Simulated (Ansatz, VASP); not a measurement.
## Two plane-wave programs on PbF2

POSCAR

```
PbF2
1.0
    0.0000000000      2.8951403811      2.8951403811
    2.8951403811      0.0000000000      2.8951403811
    2.8951403811      2.8951403811      0.0000000000
Pb F
1 2
Direct
    0.0000000000      0.0000000000      0.0000000000
    0.2500000000      0.2500000000      0.2500000000
    0.7500000000      0.7500000000      0.7500000000
```

File INCAR.step1:

```
SYSTEM = PbF2
PREC = Accurate
ENCUT = 520
EDIFF = 1E-5
ISMEAR = 0
SIGMA = 0.01
LREAL = .False.
LASPH = .True.
NELM = 120
ALGO = Normal
ISIF = 2
LWAVE = .True.
LCHARG = .False.
GGA = PE
NBANDS = 21
GGA_COMPAT = .False.
KPAR = 4
```

The input INCAR.step2:

```
SYSTEM = PbF2
PREC = Accurate
ENCUT = 520
EDIFF = 1E-6
ISMEAR = 0
SIGMA = 0.01
LREAL = .False.
LASPH = .True.
NELM = 120
ALGO = Normal
ISIF = 2
LWAVE = .False.
LCHARG = .False.
GGA = PE
LHFCALC = .True.
HFSCREEN = 0.2079
PRECFOCK = Normal
ISTART = 1
NBANDS = 21
GGA_COMPAT = .False.
KPAR = 4
```

KPOINTS

```
Automatic mesh
0
Gamma
  6 6 6
  0 0 0
```

Input for Ansatz:

```yaml
crystal:
  lattice:
    - [0.0, 2.8951403811, 2.8951403811]
    - [2.8951403811, 0.0, 2.8951403811]
    - [2.8951403811, 2.8951403811, 0.0]
  atoms:
    - { symbol: Pb, position: [0.0, 0.0, 0.0] }
    - { symbol: F, position: [0.25, 0.25, 0.25] }
    - { symbol: F, position: [0.75, 0.75, 0.75] }
kpoints:
  mp_grid: { grid: [6, 6, 6] }
  band_path:
    path:
      - [0.0, 0.0, 0.0]
      - [0.5, 0.0, 0.5]
      - [0.625, 0.25, 0.625]
      - [0.375, 0.375, 0.75]
      - [0.5, 0.5, 0.5]
      - [0.5, 0.25, 0.75]
      - [0.25, -0.5, -0.25]
      - [0.0, 0.5, 0.5]
    npoints: 1
hamiltonian:
  xc: hse06
scf:
  occupations: { method: fixed }
  n_extra_bands: 4
output:
  forces: true
  stress: true
  eigenvalues: true
```

Change from the starting cell: hydrostatic strain -1.7%.

Alike in both runs: task single point; functional HSE06; k mesh 6 × 6 × 6; no spin polarisation.

|  | VASP | Ansatz |
| --- | --- | --- |
| version | VASP 6.6.1 | Ansatz 0.2.0 |
| potentials or method | VASP PAW PBE potentials, release 64 (Pb_d, F) | plane waves, PAW |
| plane-wave cutoff (eV) | 520 | 420 |
| occupations | gaussian, width 0.01 eV | fixed |
| valence electrons in the cell | 28 | 28 |

|  | VASP | Ansatz | Ansatz less VASP |
| --- | --- | --- | --- |
| gap on the k mesh at the Fermi level (eV) | 5.68 | 5.69 | +0.008 |
| pressure (GPa) | 7.1 | 7.2 | +0.09 |

Ansatz's warnings: stress exchange threshold loose, stress scf threshold loose.

Neither program's run includes spin-orbit coupling.
